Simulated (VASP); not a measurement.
# RbSr3 (Pm-3m) in VASP: further runs, part 2 of 2

VASP 6.6.1. Earlier steps stand in the parts before.

## (3) Single point, LDA

INCAR reads:

```
SYSTEM = RbSr3
  PREC = Accurate
  ENCUT = 520
  EDIFF = 1E-7
  ISMEAR = -1
  SIGMA = 0.2
  LREAL = .False.
  LASPH = .True.
  NELM = 100
  ALGO = Normal
  ISIF = 2
  LWAVE = .False.
  LCHARG = .False.
  GGA = CA
  NBANDS = 28
```

KPOINTS reads:

```
regular mesh
0
Gamma
  4 4 4
  0 0 0
```

POSCAR reads:

```
RbSr3
1.0
    6.2473850000      0.0000000000      0.0000000000
    0.0000000000      6.2473850000      0.0000000000
    0.0000000000      0.0000000000      6.2473850000
Rb Sr
1 3
Direct
    0.0000000000      0.0000000000      0.0000000000
    0.0000000000      0.5000000000      0.5000000000
    0.5000000000      0.0000000000      0.5000000000
    0.5000000000      0.5000000000      0.0000000000
```

Potentials or basis: VASP PAW LDA potentials, release 64 (Rb_sv, Sr_sv).

Launch:

```bash
cat potpaw_LDA.64/Rb_sv/POTCAR potpaw_LDA.64/Sr_sv/POTCAR > POTCAR
mpirun -np 1 vasp_std > vasp.out
```

OUTCAR:

```text
SYSTEM = RbSr3
   PREC = Accurate
   ENCUT = 520
   EDIFF = 1E-7
   ISMEAR = -1
   LREAL = .False.
   LASPH = .True.
   NELM = 100
   ISIF = 2
   GGA = CA

 ion  position               nearest neighbor table
   1  0.000  0.000  0.000-   2 4.42   3 4.42   4 4.42   2 4.42   3 4.42   2 4.42   4 4.42   2 4.42
                             3 4.42   4 4.42   3 4.42   4 4.42
   2  0.000  0.500  0.500-   1 4.42   3 4.42   4 4.42   1 4.42   4 4.42   1 4.42   3 4.42   1 4.42
                             3 4.42   4 4.42   4 4.42   3 4.42
   3  0.500  0.000  0.500-   1 4.42   2 4.42   4 4.42   1 4.42   4 4.42   2 4.42   4 4.42   4 4.42
                             1 4.42   2 4.42   1 4.42   2 4.42
   4  0.500  0.500  0.000-   1 4.42   2 4.42   3 4.42   2 4.42   3 4.42   1 4.42   3 4.42   3 4.42
                             1 4.42   2 4.42   2 4.42   1 4.42

  LATTYP: Found a simple cubic cell.
 ALAT       =     6.2473850000

  Lattice vectors:

 A1 = (   6.2473850000,   0.0000000000,   0.0000000000)
 A2 = (   0.0000000000,   6.2473850000,   0.0000000000)
 A3 = (   0.0000000000,   0.0000000000,   6.2473850000)

Analysis of symmetry for initial positions (statically):
=====================================================================
 Subroutine PRICEL returns:
 Original cell was already a primitive cell.

 Routine SETGRP: Setting up the symmetry group for a
 simple cubic supercell.

 Subroutine GETGRP returns: Found 48 space group operations
 (whereof 48 operations were pure point group operations)
 out of a pool of 48 trial point group operations.

The static configuration has the point symmetry O_h .

Analysis of symmetry for dynamics (positions and initial velocities):
=====================================================================
 Subroutine PRICEL returns:
 Original cell was already a primitive cell.

[... 111 lines left out ...]
   ISMEAR =    -1;   SIGMA  =   0.20  broadening in eV -4-tet -1-fermi 0-gaus
   EFERMI_NEDOS =   21; number of points for ismear=-14 and -15
   IALGO  =     38    algorithm
   IMIX   =      4    mixing-type and parameters
     AMIX     =   0.40;   BMIX     =  1.00
     AMIX_MAG =   1.60;   BMIX_MAG =  1.00
  volume/ion in A,a.u.               =      60.96       411.37
  Fermi-wavevector in a.u.,A,eV,Ry     =   0.888651  1.679308 10.744539  0.789701
  Thomas-Fermi vector in A             =   2.010109
   LORBIT       =      0    0 simple, 1 ext, 2 COOP (PROOUT), +10 PAW based schemes
   GGA     = CA    functional components
   LHFCALC =     F    Hartree Fock is set to
   AEXX    =    0.0000 exact exchange contribution
   IVDW    =     0    specifies the selected vdW correction
   LEPSILON=     F    determine dielectric tensor
   LRPA    =     F    only Hartree local field effects (RPA)
 non-spin polarized calculation
  energy-cutoff  :      520.00
  volume of cell :      243.83
 maximum number of plane-waves:      6704
 NGX is ok and might be reduce to    48
   NGX = 23   NGY = 23   NGZ = 23

 number of electron      39.0000001 magnetization

 Free energy of the ion-electron system (eV)
  ---------------------------------------------------
  ext. energy  EPLUGINS =         0.00000000
  ---------------------------------------------------
  free energy    TOTEN  =        -6.43606221 eV

  energy without entropy =       -5.80022876  energy(sigma->0) =       -6.11814548

 E-fermi :   0.9045     XC(G=0):  -7.1361

 val. band max:        0.8930362150   @ k =   0.5000   0.2500   0.2500
 cond. band min:       0.9562640995   @ k =   0.5000   0.5000   0.5000
 fundamental gap:      0.0632278845
 Fermi energy:         0.9044599161

 k-point     1 :       0.0000    0.0000    0.0000
  band No.  band energies     occupation
      1     -35.8107      2.00000
      2     -35.8020      2.00000
      3     -35.8020      2.00000
      4     -26.9957      2.00000
      5     -17.9176      2.00000
      6     -17.9176      2.00000
[... 299 lines left out ...]
     27       2.8524      0.00012
     28       3.2241      0.00002

------------------------ aborting loop because EDIFF is reached ----------------------------------------

  FORCE on cell =-STRESS in cart. coord.  units (eV):
  Direction    XX          YY          ZZ          XY          YZ          ZX
  --------------------------------------------------------------------------------------
  -------------------------------------------------------------------------------------
  Total       -1.4793288     -1.4793288     -1.4793288     -0.0000000     -0.0000000      0.0000000
  in kB       -9.7203185     -9.7203185     -9.7203185     -0.0000000     -0.0000000      0.0000000
  external PRESSURE =      -9.7203185 kB  Pullay stress =       0.0000000 kB

 VOLUME and BASIS-vectors are now :
 -----------------------------------------------------------------------------
  energy-cutoff  :      520.00
  volume of cell :      243.83
      direct lattice vectors                 reciprocal lattice vectors
     6.247385000  0.000000000  0.000000000     0.160066972  0.000000000  0.000000000
     0.000000000  6.247385000  0.000000000     0.000000000  0.160066972  0.000000000
     0.000000000  0.000000000  6.247385000     0.000000000  0.000000000  0.160066972

 POSITION                                       TOTAL-FORCE (eV/Angst)
 -----------------------------------------------------------------------------------
      0.00000      0.00000      0.00000         0.000000      0.000000      0.000000
      0.00000      3.12369      3.12369         0.000000      0.000000      0.000000
      3.12369      0.00000      3.12369         0.000000      0.000000      0.000000
      3.12369      3.12369      0.00000         0.000000      0.000000      0.000000
 -----------------------------------------------------------------------------------
    total drift:                                0.000000     -0.000000     -0.000000

  FREE ENERGIE OF THE ION-ELECTRON SYSTEM (eV)
  ---------------------------------------------------
  free  energy   TOTEN  =        -6.4360622066 eV

  energy  without entropy=       -5.8002287580  energy(sigma->0) =       -6.11814548
```

stdout:

```text
POSCAR found type information on POSCAR RbSr
 POSCAR found :  2 types and       4 ions
 scaLAPACK will be used
 LDA part: xc-table for (Slater(with rela. corr.)+CA(PZ))
 , standard interpolation
 POSCAR, INCAR and KPOINTS ok, starting setup
 FFT: planning ... GRIDC
 FFT: planning ... GRID_SOFT
 FFT: planning ... GRID
 WAVECAR not read
 entering main loop
```

It took 45 s on 1 thread of Intel Xeon Platinum 8375C at 2.90GHz (Ice Lake), shared host; peak memory 0.28 GiB.

What came out:

```
Free energy : -6.4361 eV
Pressure    : -1.0 GPa
```

Levels at points of the mesh, in eV from the Fermi level:
```tsv
k point	band 18	band 19	band 20	band 21	band 22	band 23
(0.00, 0.00, 0.00)	-0.31	-0.31	-0.28	0.61	0.61	0.61
(0.50, 0.00, 0.00)	-1.88	0.29	0.49	0.86	0.86	0.87
(0.50, 0.50, 0.00)	-1.12	-1.12	-0.63	0.78	1.15	1.15
(0.50, 0.50, 0.50)	-0.98	-0.98	-0.33	0.05	0.48	0.48
```

## (4) Single point, LDA

INCAR reads:

```
SYSTEM = RbSr3
  PREC = Accurate
  ENCUT = 520
  EDIFF = 1E-6
  ISMEAR = -1
  SIGMA = 0.1
  LREAL = .FALSE.
  LASPH = .TRUE.
  NELM = 100
  ALGO = Normal
  ISIF = 2
  LWAVE = .FALSE.
  LCHARG = .FALSE.
  GGA = CA
  NBANDS = 28
```

KPOINTS reads:

```
regular mesh
0
G
  4 4 4
  0 0 0
```

POSCAR is that of step 3.

Potentials or basis: VASP PAW LDA potentials, release 64 (Rb_sv, Sr_sv).

Launch:

```bash
cat potpaw_LDA.64/Rb_sv/POTCAR potpaw_LDA.64/Sr_sv/POTCAR > POTCAR
mpirun -np 1 vasp_std > vasp.out
```

OUTCAR:

```text
SYSTEM = RbSr3
   PREC = Accurate
   ENCUT = 520
   EDIFF = 1E-6
   ISMEAR = -1
   LREAL = .FALSE.
   LASPH = .TRUE.
   NELM = 100
   ISIF = 2
   GGA = CA

 ion  position               nearest neighbor table
   1  0.000  0.000  0.000-   2 4.42   3 4.42   4 4.42   2 4.42   3 4.42   2 4.42   4 4.42   2 4.42
                             3 4.42   4 4.42   3 4.42   4 4.42
   2  0.000  0.500  0.500-   1 4.42   3 4.42   4 4.42   1 4.42   4 4.42   1 4.42   3 4.42   1 4.42
                             3 4.42   4 4.42   4 4.42   3 4.42
[... 497 lines left out ...]
  Direction    XX          YY          ZZ          XY          YZ          ZX
  --------------------------------------------------------------------------------------
  -------------------------------------------------------------------------------------
  Total       -1.5243071     -1.5243071     -1.5243071     -0.0000000      0.0000000     -0.0000000
  in kB      -10.0158600    -10.0158600    -10.0158600     -0.0000000      0.0000000     -0.0000000
  external PRESSURE =     -10.0158600 kB  Pullay stress =       0.0000000 kB

 VOLUME and BASIS-vectors are now :
 -----------------------------------------------------------------------------
  energy-cutoff  :      520.00
  volume of cell :      243.83
      direct lattice vectors                 reciprocal lattice vectors
     6.247385000  0.000000000  0.000000000     0.160066972  0.000000000  0.000000000
     0.000000000  6.247385000  0.000000000     0.000000000  0.160066972  0.000000000
     0.000000000  0.000000000  6.247385000     0.000000000  0.000000000  0.160066972

 POSITION                                       TOTAL-FORCE (eV/Angst)
 -----------------------------------------------------------------------------------
      0.00000      0.00000      0.00000         0.000000      0.000000      0.000000
      0.00000      3.12369      3.12369         0.000000      0.000000      0.000000
      3.12369      0.00000      3.12369         0.000000      0.000000      0.000000
      3.12369      3.12369      0.00000         0.000000      0.000000      0.000000
 -----------------------------------------------------------------------------------
    total drift:                                0.000000     -0.000000     -0.000000

  FREE ENERGIE OF THE ION-ELECTRON SYSTEM (eV)
  ---------------------------------------------------
  free  energy   TOTEN  =        -6.2055802208 eV

  energy  without entropy=       -6.0575416879  energy(sigma->0) =       -6.13156095
```

Wall time 52 s (1 thread of Intel Xeon Platinum 8375C at 2.90GHz (Ice Lake), shared host); peak memory 0.28 GiB.

What came out:

| Quantity | Value |
| --- | --- |
| Free energy | -6.2056 eV |
| Pressure | -1.0 GPa |

## (5) Single point, LDA

INCAR reads:

```
SYSTEM = RbSr3
PREC = Accurate
ENCUT = 520
EDIFF = 1E-7
ISMEAR = -1
SIGMA = 0.05
LREAL = .False.
LASPH = .True.
NELM = 60
ALGO = Normal
ISIF = 2
LWAVE = .False.
LCHARG = .True.
LELF = .True.
LVHAR = .True.
NBANDS = 28
```

KPOINTS reads:

```
Automatic mesh
0
Gamma
  4 4 4
  0 0 0
```

POSCAR is that of step 4.

Potentials or basis: VASP PAW LDA potentials, release 64 (Rb_sv, Sr_sv).

Launch:

```bash
cat potpaw_LDA.64/Rb_sv/POTCAR potpaw_LDA.64/Sr_sv/POTCAR > POTCAR
mpirun -np 1 vasp_std > vasp.out
```

OUTCAR:

```text
SYSTEM = RbSr3
   PREC = Accurate
   ENCUT = 520
   EDIFF = 1E-7
   ISMEAR = -1
   LREAL = .False.
   LASPH = .True.
   NELM = 60
   ISIF = 2

 ion  position               nearest neighbor table
   1  0.000  0.000  0.000-   2 4.42   3 4.42   4 4.42   2 4.42   3 4.42   2 4.42   4 4.42   2 4.42
                             3 4.42   4 4.42   3 4.42   4 4.42
   2  0.000  0.500  0.500-   1 4.42   3 4.42   4 4.42   1 4.42   4 4.42   1 4.42   3 4.42   1 4.42
                             3 4.42   4 4.42   4 4.42   3 4.42
[... 498 lines left out ...]
  --------------------------------------------------------------------------------------
  -------------------------------------------------------------------------------------
  Total       -1.5565529     -1.5565529     -1.5565529     -0.0000000     -0.0000000      0.0000000
  in kB      -10.2277397    -10.2277397    -10.2277397     -0.0000000     -0.0000000      0.0000000
  external PRESSURE =     -10.2277397 kB  Pullay stress =       0.0000000 kB

 VOLUME and BASIS-vectors are now :
 -----------------------------------------------------------------------------
  energy-cutoff  :      520.00
  volume of cell :      243.83
      direct lattice vectors                 reciprocal lattice vectors
     6.247385000  0.000000000  0.000000000     0.160066972  0.000000000  0.000000000
     0.000000000  6.247385000  0.000000000     0.000000000  0.160066972  0.000000000
     0.000000000  0.000000000  6.247385000     0.000000000  0.000000000  0.160066972

 POSITION                                       TOTAL-FORCE (eV/Angst)
 -----------------------------------------------------------------------------------
      0.00000      0.00000      0.00000         0.000000      0.000000      0.000000
      0.00000      3.12369      3.12369         0.000000      0.000000      0.000000
      3.12369      0.00000      3.12369         0.000000      0.000000      0.000000
      3.12369      3.12369      0.00000         0.000000      0.000000      0.000000
 -----------------------------------------------------------------------------------
    total drift:                                0.000000     -0.000000     -0.000000

  FREE ENERGIE OF THE ION-ELECTRON SYSTEM (eV)
  ---------------------------------------------------
  free  energy   TOTEN  =        -6.1491277935 eV

  energy  without entropy=       -6.1094156048  energy(sigma->0) =       -6.12927170
```

OSZICAR:

```text
N       E                     dE             d eps       ncg     rms          rms(c)
DAV:   1     0.258739397543E+03    0.25874E+03   -0.16997E+04   560   0.115E+03
DAV:   2     0.168614214241E+02   -0.24188E+03   -0.23845E+03   672   0.278E+02
DAV:   3    -0.500813098820E+01   -0.21870E+02   -0.21706E+02   896   0.614E+01
DAV:   4    -0.610369055446E+01   -0.10956E+01   -0.10934E+01   800   0.132E+01
DAV:   5    -0.616012893121E+01   -0.56438E-01   -0.56422E-01   800   0.242E+00    0.170E+01
DAV:   6    -0.615133976741E+01    0.87892E-02   -0.50497E-02   744   0.134E+00    0.936E+00
DAV:   7    -0.614904223606E+01    0.22975E-02   -0.43441E-02   704   0.142E+00    0.546E-01
DAV:   8    -0.614902144226E+01    0.20794E-04   -0.67033E-03   896   0.284E-01    0.134E-01
DAV:   9    -0.614909921899E+01   -0.77777E-04   -0.40564E-04   784   0.524E-02    0.688E-02
DAV:  10    -0.614912707268E+01   -0.27854E-04   -0.42445E-05   684   0.416E-02    0.144E-02
DAV:  11    -0.614912748308E+01   -0.41040E-06   -0.45346E-06   832   0.878E-03    0.514E-03
DAV:  12    -0.614912779133E+01   -0.30825E-06   -0.33670E-07   568   0.369E-03    0.188E-03
DAV:  13    -0.614912779353E+01   -0.21996E-08   -0.31663E-08   388   0.912E-04
   1 F= -.61491278E+01 E0= -.61292717E+01  d E =-.397122E-01
```

stdout:

```text
POSCAR found type information on POSCAR RbSr
 POSCAR found :  2 types and       4 ions
 scaLAPACK will be used
 LDA part: xc-table for (Slater(with rela. corr.)+CA(PZ))
 , standard interpolation
 POSCAR, INCAR and KPOINTS ok, starting setup
 FFT: planning ... GRIDC
 FFT: planning ... GRID_SOFT
 FFT: planning ... GRID
 WAVECAR not read
 entering main loop
```

Run time: 61 s. Hardware: 1 thread of Intel Xeon Platinum 8375C at 2.90GHz (Ice Lake), shared host; peak memory 0.27 GiB.

Results:

| Property | Result |
| --- | --- |
| Free energy | -6.1491 eV |
| Pressure | -1.0 GPa |

## (6) Summary

```tsv
smearing	gap on the mesh (eV)	pressure (GPa)
fermi-dirac 0.3 eV	none	-0.9
fermi-dirac 0.2 eV	none	-1.0
fermi-dirac 0.1 eV	none	-1.0
fermi-dirac 0.05 eV	none	-1.0
```

Alike in all rows: task single point; level LDA; potentials or basis VASP PAW LDA potentials, release 64 (Rb_sv, Sr_sv); no spin polarisation; cell as given; k mesh 4 × 4 × 4; cutoff (eV) 520.

Every run on the cell as given and a fine mesh finds a metal.

Absolute energies hang on the potentials; compare differences alone.
